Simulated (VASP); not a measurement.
Runs of VASP 6.6.1 on Ta2Si. The structure is that of space group I4/mcm (No. 140), or close to it. The cells are those of the table. 

```tsv
level	cell	further INCAR settings	gap on the mesh (eV)	pressure (GPa)	largest force (eV/Å)
PBEsol+D3(BJ)	a = 4.970 Å, angles 104.6, 104.6, 119.8°, 6 atoms	ALGO = Fast; EDIFF = 1e-07; NBANDS = 35	none	0.3	0.01
PBEsol	a = 5.044 Å, angles 104.5, 104.5, 120.0°, 6 atoms	ALGO = Fast; EDIFF = 1e-06; NBANDS = 35	none	(a)	0.07
PBEsol+D4	a = 5.003 Å, angles 104.6, 104.6, 119.7°, 6 atoms	ALGO = Fast; EDIFF = 1e-07; NBANDS = 35	none	0.3	0.01
PBEsol+D3(BJ)	a = 4.979 Å, angles 104.6, 104.6, 119.8°, 6 atoms	ALGO = Fast; EDIFF = 1e-06; NBANDS = 35	none	-1.0	0.01
PBEsol+D3(BJ)	a = 5.044 Å, angles 104.5, 104.5, 120.0°, 6 atoms	ALGO = Fast; EDIFF = 1e-06; NBANDS = 35	none	-9.3	0.07
```

Alike in all rows: task single point; potentials or basis VASP PAW PBE potentials, release 64 (Ta_pv, Si); no spin polarisation; k mesh 10 × 10 × 10; cutoff (eV) 520; smearing gaussian 0.1 eV.

Estimate the missing entries.

(a) -2.9.

Caveats: the PAW data sets were made with another functional, which shifts forces and pressure a little; spin-orbit coupling is left out, which moves the levels of the heavy elements; pairwise dispersion overbinds metals, which lowers pressure and volume (some runs); three body term missing (some runs).

A k mesh can miss the band edges, and the runs leave out spin-orbit coupling on Ta.

A gap of «none» marks levels without a gap at the run's occupations.
